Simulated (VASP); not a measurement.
# Li2O (Fm-3m) in VASP: further runs

Li2O is run at these levels: LDA; tasks: single point, relaxation of volume and atoms at fixed shape.

Everything below comes from runs of VASP 6.6.1. Logs are shortened: lines on timing, memory, paths and dates and some standing lists are left out, and cuts for length are marked.

### 1 The cell of the first run

The structure is cubic, space group Fm-3m (No. 225). Conventional cell: a = 4.493 Å, b = 4.493 Å, c = 4.493 Å, α = 90.00°, β = 90.00°, γ = 90.00°. Within 2.6 Å of Li (site symmetry -43m) lie 4 O at 1.95 Å and 6 Li at 2.25 Å. Within 2.6 Å of O (site symmetry m-3m) lie 8 Li at 1.95 Å.

### 2 Single point, LDA

Contents of INCAR:

```
SYSTEM = Li2O
ALGO     = Normal         ! electronic algorithm
EDIFF    = 1E-6           ! SCF threshold, eV
ENCUT    = 750            ! plane-wave cutoff, eV
GGA      = CA             ! functional
GGA_COMPAT= .False.      
ISIF     = 2              ! what is computed and relaxed
ISMEAR   = 0              ! smearing method
LASPH    = .True.         ! aspherical terms in the spheres
LCHARG   = .False.        ! write CHGCAR
LREAL    = .False.        ! projectors in reciprocal space
LWAVE    = .False.        ! write WAVECAR
NBANDS   = 13             ! bands
NELM     = 120            ! most SCF steps
PREC     = Accurate       ! precision mode
SIGMA    = 0.01           ! smearing width, eV
```

Contents of KPOINTS:

```
k-points
0
Gamma
  7 7 7
  0 0 0
```

Contents of POSCAR:

```
Li2O
1.0
    0.0000000000      2.2467319777      2.2467319777
    2.2467319777      0.0000000000      2.2467319777
    2.2467319777      2.2467319777      0.0000000000
Li O
2 1
Direct
    0.2500000000      0.2500000000      0.2500000000
    0.7500000000      0.7500000000      0.7500000000
    0.0000000000      0.0000000000      0.0000000000
```

Potentials or basis: VASP PAW LDA potentials, release 64 (Li_sv, O).

Command:

```sh
cat potpaw_LDA.64/Li_sv/POTCAR potpaw_LDA.64/O/POTCAR > POTCAR
mpirun -np 1 vasp_std > vasp.out
```

OUTCAR:

```text
SYSTEM = Li2O
   EDIFF = 1E-6
   ENCUT = 750
   GGA = CA
   ISIF = 2
   ISMEAR = 0
   LASPH = .True.
   LREAL = .False.
   NELM = 120
   PREC = Accurate

 ion  position               nearest neighbor table
   1  0.250  0.250  0.250-   3 1.95   3 1.95   3 1.95   3 1.95   2 2.25   2 2.25   2 2.25   2 2.25
                             2 2.25   2 2.25
   2  0.750  0.750  0.750-   3 1.95   3 1.95   3 1.95   3 1.95   1 2.25   1 2.25   1 2.25   1 2.25
                             1 2.25   1 2.25
   3  0.000  0.000  0.000-   1 1.95   2 1.95   2 1.95   2 1.95   2 1.95   1 1.95   1 1.95   1 1.95

  LATTYP: Found a face centered cubic cell.
 ALAT       =     4.4934639554

  Lattice vectors:

 A1 = (   0.0000000000,   2.2467319777,   2.2467319777)
 A2 = (   2.2467319777,   0.0000000000,   2.2467319777)
 A3 = (   2.2467319777,   2.2467319777,   0.0000000000)

Analysis of symmetry for initial positions (statically):
=====================================================================
 Subroutine PRICEL returns:
 Original cell was already a primitive cell.

 Routine SETGRP: Setting up the symmetry group for a
 face centered cubic supercell.

 Subroutine GETGRP returns: Found 48 space group operations
 (whereof 48 operations were pure point group operations)
 out of a pool of 48 trial point group operations.

The static configuration has the point symmetry O_h .

Analysis of symmetry for dynamics (positions and initial velocities):
=====================================================================
 Subroutine PRICEL returns:
 Original cell was already a primitive cell.

 Routine SETGRP: Setting up the symmetry group for a
 face centered cubic supercell.

 Subroutine GETGRP returns: Found 48 space group operations
 (whereof 48 operations were pure point group operations)
 out of a pool of 48 trial point group operations.

The dynamic configuration has the point symmetry O_h .

 Subroutine INISYM returns: Found 48 space group operations
 (whereof 48 operations are pure point group operations),
 and found     1 'primitive' translations

----------------------------------------------------------------------------------------

                                     Primitive cell

  volume of cell :      22.6821

  direct lattice vectors                    reciprocal lattice vectors
     0.000000000  2.246731978  2.246731978    -0.222545459  0.222545459  0.222545459
     2.246731978  0.000000000  2.246731978     0.222545459 -0.222545459  0.222545459
     2.246731978  2.246731978  0.000000000     0.222545459  0.222545459 -0.222545459

[... 92 lines left out ...]
   NUPDOWN=      -1.0000    fix difference up-down
   EMIN   =  10.00;   EMAX   =-10.00  energy-range for DOS
   EFERMI =   0.00;   METHOD = LEGACY
   ISMEAR =     0;   SIGMA  =   0.01  broadening in eV -4-tet -1-fermi 0-gaus
   EFERMI_NEDOS =   21; number of points for ismear=-14 and -15
   IALGO  =     38    algorithm
   IMIX   =      4    mixing-type and parameters
     AMIX     =   0.40;   BMIX     =  1.00
     AMIX_MAG =   1.60;   BMIX_MAG =  1.00
  volume/ion in A,a.u.               =       7.56        51.02
  Fermi-wavevector in a.u.,A,eV,Ry     =   1.324059  2.502109 23.852810  1.753132
  Thomas-Fermi vector in A             =   2.453621
   LORBIT       =      0    0 simple, 1 ext, 2 COOP (PROOUT), +10 PAW based schemes
   GGA     = CA    functional components
   LHFCALC =     F    Hartree Fock is set to
   AEXX    =    0.0000 exact exchange contribution
   IVDW    =     0    specifies the selected vdW correction
   LEPSILON=     F    determine dielectric tensor
   LRPA    =     F    only Hartree local field effects (RPA)
 non-spin polarized calculation
 Gauss-broadening in eV      SIGMA  =   0.01
  energy-cutoff  :      750.00
  volume of cell :       22.68
 maximum number of plane-waves:      1067
   NGX = 15   NGY = 15   NGZ = 15

 number of electron      12.0000004 magnetization

 Free energy of the ion-electron system (eV)
  ---------------------------------------------------
  ext. energy  EPLUGINS =         0.00000000
  ---------------------------------------------------
  free energy    TOTEN  =       -15.76017405 eV

  energy without entropy =      -15.76017405  energy(sigma->0) =      -15.76017405

 E-fermi :   1.7183     XC(G=0): -10.6048

 val. band max:        1.6093057410   @ k =   0.0000   0.0000   0.0000
 cond. band min:       6.7492376191   @ k =   0.4286   0.4286   0.0000
 fundamental gap:      5.1399318781
 Fermi energy:         1.7182664275

 k-point     1 :       0.0000    0.0000    0.0000
  band No.  band energies     occupation
      1     -40.1440      2.00000
      2     -39.6660      2.00000
      3     -13.6247      2.00000
      4       1.6093      2.00000
      5       1.6093      2.00000
      6       1.6093      2.00000
      7       7.4956      0.00000
      8      13.6606      0.00000
      9      13.6606      0.00000
     10      13.6606      0.00000
     11      21.2103      0.00000
     12      21.2103      0.00000
     13      21.2103      0.00000
[... 290 lines left out ...]
  band No.  band energies     occupation
      1     -39.8851      2.00000
      2     -39.8662      2.00000
      3     -13.3521      2.00000
      4      -0.6490      2.00000
      5       0.0205      2.00000
      6       0.2502      2.00000
      7       8.9134      0.00000
      8      12.6531      0.00000
      9      16.0226      0.00000
     10      16.5418      0.00000
     11      19.8878      0.00000
     12      20.6654      0.00000
     13      25.5231      0.00000

------------------------ aborting loop because EDIFF is reached ----------------------------------------

  FORCE on cell =-STRESS in cart. coord.  units (eV):
  Direction    XX          YY          ZZ          XY          YZ          ZX
  --------------------------------------------------------------------------------------
  -------------------------------------------------------------------------------------
  Total       -0.0359932     -0.0359932     -0.0359932     -0.0000000      0.0000000     -0.0000000
  in kB       -2.5424170     -2.5424170     -2.5424170     -0.0000000      0.0000000     -0.0000000
  external PRESSURE =      -2.5424170 kB  Pullay stress =       0.0000000 kB

 VOLUME and BASIS-vectors are now :
 -----------------------------------------------------------------------------
  energy-cutoff  :      750.00
  volume of cell :       22.68
      direct lattice vectors                 reciprocal lattice vectors
     0.000000000  2.246731978  2.246731978    -0.222545459  0.222545459  0.222545459
     2.246731978  0.000000000  2.246731978     0.222545459 -0.222545459  0.222545459
     2.246731978  2.246731978  0.000000000     0.222545459  0.222545459 -0.222545459

 POSITION                                       TOTAL-FORCE (eV/Angst)
 -----------------------------------------------------------------------------------
      1.12337      1.12337      1.12337         0.000000      0.000000      0.000000
      3.37010      3.37010      3.37010        -0.000000     -0.000000     -0.000000
      0.00000      0.00000      0.00000        -0.000000     -0.000000      0.000000
 -----------------------------------------------------------------------------------
    total drift:                                0.000000      0.000000      0.000000

  FREE ENERGIE OF THE ION-ELECTRON SYSTEM (eV)
  ---------------------------------------------------
  free  energy   TOTEN  =       -15.7601740533 eV

  energy  without entropy=      -15.7601740533  energy(sigma->0) =      -15.76017405
```

It took 15 s on 1 thread of AMD EPYC 7R43 (Zen 3), shared host; peak memory 0.1 GiB.

Results:

| Property | Result |
| --- | --- |
| Free energy | -15.7602 eV |
| Pressure | -0.3 GPa |
| Band gap on the k mesh | 5.14 eV (least direct gap 5.89 eV) |

Caveat: an odd mesh through Γ misses points on the zone boundary, where band edges can lie.

### 3 Relaxation of volume and atoms at fixed shape, LDA

This run uses another cell than the first one, of 8.16 Å³/atom.

Contents of INCAR:

```
SYSTEM = Li2O
PREC = Accurate ; ENCUT = 750
EDIFF = 1E-7 ; ISMEAR = 0
SIGMA = 0.01 ; LREAL = .False.
LASPH = .True. ; NELM = 120
ALGO = Normal ; ISIF = 8
LWAVE = .False. ; LCHARG = .False.
IBRION = 2 ; NSW = 80
EDIFFG = -0.01 ; GGA_COMPAT = .False.
NELMIN = 4
```

Contents of KPOINTS:

```
regular mesh
0
Gamma
  7 7 7
  0 0 0
```

Contents of POSCAR:

```
Li2O
1.0
    0.0000000000      2.3050000000      2.3050000000
    2.3050000000      0.0000000000      2.3050000000
    2.3050000000      2.3050000000      0.0000000000
Li O
2 1
Direct
    0.2500000000      0.2500000000      0.2500000000
    0.7500000000      0.7500000000      0.7500000000
    0.0000000000      0.0000000000      0.0000000000
```

Potentials or basis: VASP PAW LDA potentials, release 64 (Li_sv, O).

Command:

```sh
cat potpaw_LDA.64/Li_sv/POTCAR potpaw_LDA.64/O/POTCAR > POTCAR
mpirun -np 1 vasp_std > vasp.out
```

Wall time 50 s (1 thread of AMD EPYC 7R43 (Zen 3), shared host); peak memory 0.11 GiB.

Results (log left out):

* Free energy: -15.7642 eV
* Relaxed volume: 7.56 Å³/atom
* Relaxed cell: a = 3.177 Å, b = 3.177 Å, c = 3.177 Å, α = 60.00°, β = 60.00°, γ = 60.00°
* Space group after relaxing (to 0.1 Å): Fm-3m (No. 225)
* Energy gained by relaxing: 13.5 meV/atom
* Ionic steps: 3
* Pressure after relaxing: -0.2 GPa
* Band gap on the k mesh: 5.14 eV (least direct gap 5.88 eV)

Step by step:
| step | energy change (eV) | largest force (eV/Å) | pressure (GPa) | volume (Å³) |
| --- | --- | --- | --- | --- |
| 1 | 0.0000 | 0.0000 | -6.55 | 24.49 |
| 2 | -0.0343 | 0.0000 | -2.75 | 23.33 |
| 3 | -0.0404 | 0.0000 | -0.17 | 22.68 |

Final structure:
```
Li O
1.0
     0.00000    2.24659    2.24659
     2.24659    0.00000    2.24659
     2.24659    2.24659    0.00000
Li O
2 1
Direct
  0.25000 0.25000 0.25000
  0.75000 0.75000 0.75000
  0.00000 0.00000 0.00000
```

Levels at points of the mesh, in eV from the valence-band top:
```csv
k point,band 4,band 5,band 6,band 7,band 8,band 9
"(0.00, 0.00, 0.00)",0.00,0.00,0.00,5.88,12.05,12.05
```

Caveat: an odd mesh through Γ misses points on the zone boundary, where band edges can lie.
